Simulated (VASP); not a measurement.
# Mn (P6_3/mmc) in VASP: a series of runs

Mn is run at these levels: BLYP; tasks: single point, relaxation of cell and atoms.

All numbers are computed with VASP 6.6.1; they aren't measurements. Logs are shortened: lines on timing, memory, paths and dates and some standing lists are left out, and cuts for length are marked.

**1. The cell of the first run**

The structure is hexagonal, space group P6_3/mmc (No. 194). The conventional cell has a = 2.520 Å, b = 2.520 Å, c = 8.152 Å, α = 90.00°, β = 90.00°, γ = 120.00°. Within 3.3 Å of Mn (site symmetry -3m) lie 12 Mn at 2.50 to 2.52 Å. Mn (site symmetry -6m2) has 12 Mn at 2.50 to 2.52 Å within 3.3 Å.

**2. Single point, BLYP, collinear spin, ferrimagnetic start**

Input file INCAR:

```
AGGAC = 1.0
AGGAX = 1.0
ALDAC = 0.0
ALDAX = 1.0
ALGO = Normal
EDIFF = 1E-7
ENCUT = 520
GGA = B5
ISIF = 2
ISMEAR = -1
ISPIN = 2
LASPH = True
LCHARG = True
LELF = True
LMAXMIX = 4
LORBIT = 11
LREAL = False
LVHAR = True
LWAVE = False
MAGMOM = 0.753 0.753 -0.671 -0.671
NBANDS = 38
NELM = 150
PREC = Accurate
SIGMA = 0.05
```

Input file KPOINTS:

```
k-points
0
Gamma
  16 16 5
```

Input file POSCAR:

```
Mn
1.0
    2.5197019620      0.0000000000      0.0000000000
   -1.2598509810      2.1821259090      0.0000000000
    0.0000000000      0.0000000000      8.1515868228
Mn
4
Direct
    1.0000000000      1.0000000000      1.0000000000
    1.0000000000      1.0000000000      0.5000000000
    0.3333333333      0.6666666667      0.2500000000
    0.6666666667      0.3333333333      0.7500000000
```

Potentials or basis: VASP PAW PBE potentials, release 64 (Mn_pv).

Launch:

```bash
cat potpaw_PBE.64/Mn_pv/POTCAR > POTCAR
mpirun -np 1 vasp_std > vasp.out
```

OUTCAR:

```text
EDIFF = 1E-7
   ENCUT = 520
   GGA = B5
   ISIF = 2
   ISMEAR = -1
   ISPIN = 2
   LASPH = True
   LORBIT = 11
   LREAL = False
   NELM = 150
   PREC = Accurate

 ion  position               nearest neighbor table
   1  0.000  0.000  0.000-   3 2.50   4 2.50   3 2.50   4 2.50   4 2.50   3 2.50
   2  0.000  0.000  0.500-   3 2.50   4 2.50   3 2.50   4 2.50   4 2.50   3 2.50
   3  0.333  0.667  0.250-   1 2.50   2 2.50   1 2.50   2 2.50   1 2.50   2 2.50
   4  0.667  0.333  0.750-   1 2.50   2 2.50   1 2.50   2 2.50   1 2.50   2 2.50

  LATTYP: Found a hexagonal cell.
 ALAT       =     2.5197019620
 C/A-ratio  =     3.2351392926

  Lattice vectors:

 A1 = (   2.5197019620,   0.0000000000,   0.0000000000)
 A2 = (  -1.2598509810,   2.1821259090,   0.0000000000)
 A3 = (   0.0000000000,   0.0000000000,   8.1515868228)

Analysis of symmetry for initial positions (statically):
=====================================================================
 Subroutine PRICEL returns:
 Original cell was already a primitive cell.

 Routine SETGRP: Setting up the symmetry group for a
 hexagonal supercell.

 Subroutine GETGRP returns: Found 24 space group operations
 (whereof 12 operations were pure point group operations)
 out of a pool of 24 trial point group operations.

The static configuration has the point symmetry D_3d.
 The point group associated with its full space group is D_6h.

Analysis of symmetry for dynamics (positions and initial velocities):
=====================================================================
 Subroutine PRICEL returns:
 Original cell was already a primitive cell.

 Routine SETGRP: Setting up the symmetry group for a
 hexagonal supercell.

 Subroutine GETGRP returns: Found 24 space group operations
 (whereof 12 operations were pure point group operations)
 out of a pool of 24 trial point group operations.

The dynamic configuration has the point symmetry D_3d.
 The point group associated with its full space group is D_6h.

Analysis of structural, dynamic, and magnetic symmetry:
=====================================================================
 Subroutine PRICEL returns:
 Original cell was already a primitive cell.

 Routine SETGRP: Setting up the symmetry group for a
 hexagonal supercell.

 Subroutine GETGRP returns: Found 24 space group operations
 (whereof 12 operations were pure point group operations)
 out of a pool of 24 trial point group operations.

The overall configuration has the point symmetry D_3d.
 The point group associated with its full space group is D_6h.

 Subroutine INISYM returns: Found 24 space group operations
 (whereof 12 operations are pure point group operations),
 and found     1 'primitive' translations

----------------------------------------------------------------------------------------

                                     Primitive cell

  volume of cell :      44.8199

  direct lattice vectors                    reciprocal lattice vectors
     2.519701962  0.000000000  0.000000000     0.396872335  0.229134349  0.000000000
    -1.259850981  2.182125909  0.000000000     0.000000000  0.458268698  0.000000000
     0.000000000  0.000000000  8.151586823     0.000000000  0.000000000  0.122675501

  length of vectors
     2.519701962  2.519701962  8.151586823     0.458268698  0.458268698  0.122675501

  position of ions in fractional coordinates (direct lattice)
     0.000000000  0.000000000  0.000000000
     0.000000000  0.000000000  0.500000000
     0.333333333  0.666666667  0.250000000
     0.666666667  0.333333333  0.750000000

  ion indices of the primitive-cell ions
   primitive index   ion index
                 1           1
                 2           2
                 3           3
                 4           4

----------------------------------------------------------------------------------------

 KPOINTS: k-points

Automatic generation of k-mesh.
 Grid dimensions read from file:
 generate k-points for:   16   16    5

 Generating k-lattice:

  Cartesian coordinates                     Fractional coordinates (reciprocal lattice)
     0.024804521  0.014320897  0.000000000     0.062500000  0.000000000  0.000000000
     0.000000000  0.028641794  0.000000000     0.000000000  0.062500000  0.000000000
     0.000000000  0.000000000  0.024535100     0.000000000  0.000000000  0.200000000

  Length of vectors
     0.028641794  0.028641794  0.024535100

  Shift w.r.t. Gamma in fractional coordinates (k-lattice)
     0.000000000  0.000000000  0.000000000

 Subroutine IBZKPT returns following result:
 ===========================================

 Found     90 irreducible k-points:

 Following reciprocal coordinates:
            Coordinates               Weight
  0.000000  0.000000  0.000000      1.000000
  0.062500  0.000000  0.000000      6.000000
  0.125000  0.000000  0.000000      6.000000
  0.187500  0.000000  0.000000      6.000000
  0.250000  0.000000  0.000000      6.000000
  0.312500  0.000000  0.000000      6.000000
[... 16 lines left out ...]
  0.187500  0.187500  0.000000      6.000000
  0.250000  0.187500  0.000000     12.000000
 [... further k-points ...]
   k-points           NKPTS =     90   k-points in BZ     NKDIM =     90   number of bands    NBANDS=     38
   number of dos      NEDOS =    301   number of ions     NIONS =      4
   total plane-waves  NPLWV =  25600
   dimension x,y,z NGX =    20 NGY =   20 NGZ =   64
   dimension x,y,z NGXF=    40 NGYF=   40 NGZF=  128
   ions per type =               4
   NGX,Y,Z   is equivalent  to a cutoff of  13.20, 13.20, 13.05 a.u.
   NGXF,Y,Z  is equivalent  to a cutoff of  26.39, 26.39, 26.10 a.u.
 SYSTEM =  unknown system
   PREC   = accura    normal or accurate (medium, high low for compatibility)
   ISTART =      0    job   : 0-new  1-cont  2-samecut
   ICHARG =      2    charge: 1-file 2-atom 10-const
   ISPIN  =      2    spin polarized calculation?
   LNONCOLLINEAR =      F non collinear calculations
   LSORBIT =      F    spin-orbit coupling
   LASPH  =      T    aspherical Exc in radial PAW
   ENCUT  =  520.0 eV  38.22 Ry    6.18 a.u.   4.68  4.68 15.16*2*pi/ulx,y,z
   NELM   =    150;   NELMIN=  2; NELMDL= -5     # of ELM steps
   EDIFF  = 0.1E-06   stopping-criterion for ELM
   LREAL  =      F    real-space projection
   EDIFFG = 0.1E-05   stopping-criterion for IOM
   NSW    =      0    number of steps for IOM
   IBRION =     -1    ionic relax: 0-MD 1-quasi-New 2-CG
   NFREE  =      0    steps in history (QN), initial steepest desc. (CG)
   ISIF   =      2    stress and relaxation
   ISYM   =      2    0-nonsym 1-usesym 2-fastsym
   POTIM  = 0.5000    time-step for ionic-motion
   TEBEG  =    0.0;   TEEND  =   0.0 temperature during run
   PSTRESS=    0.0 pullay stress
   NELECT =      52.0000    total number of electrons
   NUPDOWN=      -1.0000    fix difference up-down
   EMIN   =  10.00;   EMAX   =-10.00  energy-range for DOS
   EFERMI =   0.00;   METHOD = LEGACY
   ISMEAR =    -1;   SIGMA  =   0.05  broadening in eV -4-tet -1-fermi 0-gaus
   EFERMI_NEDOS =   21; number of points for ismear=-14 and -15
   IALGO  =     38    algorithm
   IMIX   =      4    mixing-type and parameters
     AMIX     =   0.40;   BMIX     =  1.00
     AMIX_MAG =   1.60;   BMIX_MAG =  1.00
  volume/ion in A,a.u.               =      11.20        75.61
  Fermi-wavevector in a.u.,A,eV,Ry     =   1.720226  3.250756 40.262065  2.959178
  Thomas-Fermi vector in A             =   2.796705
   LORBIT       =     11    0 simple, 1 ext, 2 COOP (PROOUT), +10 PAW based schemes
   GGA     = B5    functional components
   LHFCALC =     F    Hartree Fock is set to
   AEXX    =    0.0000 exact exchange contribution
   IVDW    =     0    specifies the selected vdW correction
   LEPSILON=     F    determine dielectric tensor
   LRPA    =     F    only Hartree local field effects (RPA)
 spin polarized calculation
  energy-cutoff  :      520.00
  volume of cell :       44.82
 maximum number of plane-waves:      1224
 NGX is ok and might be reduce to    20
   NGX =  9   NGY =  9   NGZ = 31

 number of electron      52.0000008 magnetization       0.1243934

 Free energy of the ion-electron system (eV)
  ---------------------------------------------------
  ext. energy  EPLUGINS =         0.00000000
  ---------------------------------------------------
  free energy    TOTEN  =       -31.14445816 eV

  energy without entropy =      -31.10352421  energy(sigma->0) =      -31.12399118

 E-fermi :  10.3545     XC(G=0): -13.1794

 val. band max:       10.3515311355   @ k =   0.0625   0.0625   0.0000
 cond. band min:      10.3552862919   @ k =   0.2500   0.0000   0.4000
 fundamental gap:      0.0037551564
 Fermi energy:        10.3544702569

 spin component 1

 k-point     1 :       0.0000    0.0000    0.0000
  band No.  band energies     occupation
      1     -37.9442      1.00000
      2     -37.8293      1.00000
      3     -37.4933      1.00000
      4     -37.4933      1.00000
      5     -37.4905      1.00000
      6     -37.4904      1.00000
[... 30 lines left out ...]
     37      19.1949      0.00000
     38      26.6875      0.00000
[... 941 lines left out ...]
     37      19.7471      0.00000
     38      21.6368      0.00000

 [... further k-points ...]

 spin component 2

 k-point     1 :       0.0000    0.0000    0.0000
  band No.  band energies     occupation
      1     -37.9593      1.00000
      2     -37.8549      1.00000
      3     -37.4572      1.00000
      4     -37.4572      1.00000
      5     -37.4545      1.00000
      6     -37.4545      1.00000
[... 30 lines left out ...]
     37      19.1982      0.00000
     38      26.6411      0.00000
[... 941 lines left out ...]
     37      19.7601      0.00000
     38      21.6324      0.00000

 [... further k-points ...]

------------------------ aborting loop because EDIFF is reached ----------------------------------------

  FORCE on cell =-STRESS in cart. coord.  units (eV):
  Direction    XX          YY          ZZ          XY          YZ          ZX
  --------------------------------------------------------------------------------------
  -------------------------------------------------------------------------------------
  Total        0.1867000      0.1867000      0.1439309      0.0000000     -0.0000000     -0.0000000
  in kB        6.6739625      6.6739625      5.1450968      0.0000000     -0.0000000     -0.0000000
  external PRESSURE =       6.1643406 kB  Pullay stress =       0.0000000 kB

 VOLUME and BASIS-vectors are now :
 -----------------------------------------------------------------------------
  energy-cutoff  :      520.00
  volume of cell :       44.82
      direct lattice vectors                 reciprocal lattice vectors
     2.519701962  0.000000000  0.000000000     0.396872335  0.229134349  0.000000000
    -1.259850981  2.182125909  0.000000000     0.000000000  0.458268698  0.000000000
     0.000000000  0.000000000  8.151586823     0.000000000  0.000000000  0.122675501

 POSITION                                       TOTAL-FORCE (eV/Angst)
 -----------------------------------------------------------------------------------
      0.00000      0.00000      0.00000         0.000000      0.000000      0.000000
      0.00000      0.00000      4.07579        -0.000000      0.000000      0.000000
     -0.00000      1.45475      2.03790         0.000000      0.000000      0.000000
      1.25985      0.72738      6.11369        -0.000000     -0.000000     -0.000000
 -----------------------------------------------------------------------------------
    total drift:                                0.000000     -0.000000      0.000000

  FREE ENERGIE OF THE ION-ELECTRON SYSTEM (eV)
  ---------------------------------------------------
  free  energy   TOTEN  =       -31.1444581598 eV

  energy  without entropy=      -31.1035242063  energy(sigma->0) =      -31.12399118

 total charge

# of ion       s       p       d       tot
------------------------------------------
    1        0.410   6.363   5.184  11.957
    2        0.410   6.363   5.184  11.957
    3        0.410   6.364   5.175  11.950
    4        0.410   6.364   5.175  11.950
--------------------------------------------------
tot          1.639  25.455  20.719  47.814

 magnetization (x)

# of ion       s       p       d       tot
------------------------------------------
    1        0.006   0.008   0.785   0.799
    2        0.006   0.008   0.785   0.799
    3       -0.005  -0.010  -0.722  -0.738
    4       -0.005  -0.010  -0.722  -0.738
--------------------------------------------------
tot          0.002  -0.005   0.126   0.123
```

It took 14 min on 1 thread of AMD EPYC 7R13, shared host; peak memory 0.29 GiB.

What came out:

| Item | Value |
| --- | --- |
| Free energy | -31.1445 eV |
| Pressure | 0.6 GPa |
| Net moment | 0.12 μB per cell |
| Site moments | Mn +0.80, -0.74 μB |
| Valence electrons inside the program's atomic spheres | Mn 11.96, 11.95 |

Stress tensor (GPa, compression positive):
```
0.67 0.00 0.00
0.00 0.67 0.00
0.00 0.00 0.51
```

Caveat: the PAW data sets were made with another functional, which shifts forces and pressure a little.

**3. Single point, BLYP**

This run uses another cell than the first one, of 11.11 Å³/atom, 0.992 times its volume.

Input file INCAR:

```
SYSTEM = Mn
PREC = Accurate
ENCUT = 520
EDIFF = 1E-7
ISMEAR = -1
SIGMA = 0.1
LREAL = .False.
LASPH = .True.
NELM = 100
ALGO = Normal
ISIF = 2
LWAVE = .False.
LCHARG = .True.
GGA = B5
ALDAX = 1.0
AGGAX = 1.0
AGGAC = 1.0
ALDAC = 0.0
LELF = .True.
LVHAR = .True.
NBANDS = 34
```

Input file KPOINTS:

```
regular mesh
0
Gamma
  14 14 4
  0 0 0
```

Input file POSCAR:

```
Mn
1.0
    2.5170899966      0.0000000000      0.0000000000
   -1.2585449983      2.1798638807      0.0000000000
    0.0000000000      0.0000000000      8.1028867377
Mn
4
Direct
    1.0000000000      0.0000000000      0.0000000000
    1.0000000000      0.0000000000      0.5000000000
    0.3333333333      0.6666666667      0.2500000000
    0.6666666667      0.3333333333      0.7500000000
```

Potentials or basis: VASP PAW PBE potentials, release 64 (Mn_pv).

Launch:

```bash
cat potpaw_PBE.64/Mn_pv/POTCAR > POTCAR
mpirun -np 1 vasp_std > vasp.out
```

Run time: 80 s. Hardware: 1 thread of Intel Xeon 6975P-C (Granite Rapids), shared host; peak memory 0.2 GiB.

Results (log left out):

```
Free energy            : -31.1963 eV
Pressure               : 0.1 GPa
Band gap on the k mesh : zero (band 26 reaches 11.93 eV, above the bottom of band 27 at 9.68 eV)
```

Stress tensor (GPa, compression positive):
```
 0.12  0.00  0.00
 0.00  0.12  0.00
 0.00  0.00 -0.05
```

Levels at points of the mesh, in eV from the Fermi level:
```csv
k point,band 23,band 24,band 25,band 26,band 27,band 28,band 29,band 30
"(0.00, 0.00, 0.00)",-0.97,-0.75,-0.75,-0.70,-0.70,0.21,0.21,0.64
"(0.50, 0.00, 0.00)",-0.52,0.09,0.09,1.48,1.63,1.64,1.73,1.73
"(0.00, 0.00, 0.50)",-0.89,-0.89,-0.89,-0.89,-0.51,-0.51,0.46,0.46
"(0.50, 0.00, 0.50)",-0.32,-0.32,0.24,0.24,1.21,1.21,1.65,1.65
```

Caveat: the PAW data sets were made with another functional, which shifts forces and pressure a little; the run has no spin polarisation, though such a crystal can be magnetic.

**4. Relaxation of cell and atoms, BLYP**

This run uses another cell than the first one, of 11.75 Å³/atom, 1.049 times its volume.

Input file INCAR:

```
SYSTEM = Mn
PREC     = Accurate       ! precision mode
ENCUT    = 600            ! plane-wave cutoff, eV
EDIFF    = 1E-6           ! SCF threshold, eV
ISMEAR   = -1             ! smearing method
SIGMA    = 0.1            ! smearing width, eV
LREAL    = .False.        ! projectors in reciprocal space
LASPH    = .True.         ! aspherical terms in the spheres
NELM     = 80             ! most SCF steps
ALGO     = Normal         ! electronic algorithm
ISIF     = 3              ! what is computed and relaxed
LWAVE    = .False.        ! write WAVECAR
LCHARG   = .False.        ! write CHGCAR
GGA      = B5             ! functional
ALDAX    = 1.0          
AGGAX    = 1.0          
AGGAC    = 1.0          
ALDAC    = 0.0          
IBRION   = 2              ! ionic algorithm
NSW      = 80             ! ionic steps
EDIFFG   = -0.01          ! ionic threshold
```

KPOINTS is that of step 3.

Input file POSCAR:

```
Mn
1.0
    2.5517868831      0.0000000000      0.0000000000
   -1.2758934415      2.2099122658      0.0000000000
    0.0000000000      0.0000000000      8.3341359602
Mn
4
Direct
    0.0000000000      0.0000000000      0.0000000000
    0.0000000000      0.0000000000      0.5000000000
    0.3333333333      0.6666666667      0.2500000000
    0.6666666667      0.3333333333      0.7500000000
```

Launch:

```bash
cat potpaw_PBE.64/Mn_pv/POTCAR > POTCAR
mpirun -np 1 vasp_std > vasp.out
```

It took 7.2 min on 1 thread of Intel Xeon 6975P-C (Granite Rapids), shared host; peak memory 0.23 GiB.

The run converged. Its results:

```
Free energy                            : -31.2012 eV
Relaxed volume                         : 11.11 Å³/atom
Relaxed cell                           : a = 2.517 Å, b = 2.517 Å, c = 8.100 Å, α = 90.00°, β = 90.00°, γ = 120.00°
Space group after relaxing (to 0.05 Å) : P6_3/mmc (No. 194)
Energy gained by relaxing              : 27.2 meV/atom
Ionic steps                            : 9
Pressure after relaxing                : 0.0 GPa
Band gap on the k mesh                 : zero (band 26 reaches 11.93 eV, above the bottom of band 27 at 9.68 eV)
```

Step by step:
| step | energy change (eV) | largest force (eV/Å) | pressure (GPa) | volume (Å³) |
| --- | --- | --- | --- | --- |
| 1 | 0.0000 | 0.0000 | -12.33 | 47.00 |
| 2 | 0.1170 | 0.0000 | 23.32 | 41.11 |
| 3 | -0.1065 | 0.0000 | -0.13 | 44.47 |
| 4 | -0.1066 | 0.0000 | 0.12 | 44.42 |
| 5 | -0.1065 | 0.0000 | 0.41 | 44.36 |
| 6 | -0.1088 | 0.0000 | 0.31 | 44.38 |
| 7 | -0.1088 | 0.0000 | 0.31 | 44.38 |
| 8 | -0.1088 | 0.0000 | -0.39 | 44.51 |
| 9 | -0.1089 | 0.0000 | -0.03 | 44.45 |

Final structure:
```cif
data_structure
_symmetry_space_group_name_H-M 'P 1'
_symmetry_Int_Tables_number 1
_cell_length_a 2.5172
_cell_length_b 2.5172
_cell_length_c 8.0996
_cell_angle_alpha 90.000
_cell_angle_beta 90.000
_cell_angle_gamma 120.000
_cell_volume 44.45
loop_
_atom_site_label
_atom_site_type_symbol
_atom_site_fract_x
_atom_site_fract_y
_atom_site_fract_z
_atom_site_occupancy
Mn1 Mn 0.00000 0.00000 0.00000 1
Mn2 Mn 0.00000 0.00000 0.50000 1
Mn3 Mn 0.33333 0.66667 0.25000 1
Mn4 Mn 0.66667 0.33333 0.75000 1
```

Levels at points of the mesh, in eV from the Fermi level:
| k point | band 24 | band 25 | band 26 | band 27 | band 28 | band 29 |
| --- | --- | --- | --- | --- | --- | --- |
| (0.00, 0.00, 0.00) | -0.75 | -0.75 | -0.70 | -0.70 | 0.21 | 0.21 |
| (0.50, 0.00, 0.00) | 0.09 | 0.09 | 1.48 | 1.63 | 1.64 | 1.74 |
| (0.00, 0.00, 0.50) | -0.89 | -0.89 | -0.89 | -0.51 | -0.51 | 0.46 |
| (0.50, 0.00, 0.50) | -0.33 | 0.24 | 0.24 | 1.21 | 1.21 | 1.65 |

Caveat: the PAW data sets were made with another functional, which shifts forces and pressure a little; the run has no spin polarisation, though such a crystal can be magnetic. Spin polarisation is off, so any magnetic state and its effect on volume and gap are missing.

**5. Overview**

| task | spin | cell | k mesh | cutoff (eV) | smearing | gap on the mesh (eV) | pressure (GPa) |
| --- | --- | --- | --- | --- | --- | --- | --- |
| single point | collinear, ferrimagnetic start | a = 2.520, b = 2.520, c = 8.152 Å, angles 90.0, 90.0, 120.0°, 4 atoms | 16 × 16 × 5 | 520 | fermi-dirac 0.05 eV | none | 0.6 |
| single point | off | a = 2.517, b = 2.517, c = 8.103 Å, angles 90.0, 90.0, 120.0°, 4 atoms | 14 × 14 × 4 | 520 | fermi-dirac 0.1 eV | none | 0.1 |
| relaxation of cell and atoms | off | relaxed from a = 2.552, b = 2.552, c = 8.334 Å, angles 90.0, 90.0, 120.0°, 4 atoms | 14 × 14 × 4 | 600 | fermi-dirac 0.1 eV | none | 0.0 |

Alike in all rows: level BLYP; potentials or basis VASP PAW PBE potentials, release 64 (Mn_pv).

Caveats: the PAW data sets were made with another functional, which shifts forces and pressure a little.

Absolute energies hang on the potentials; compare differences alone.
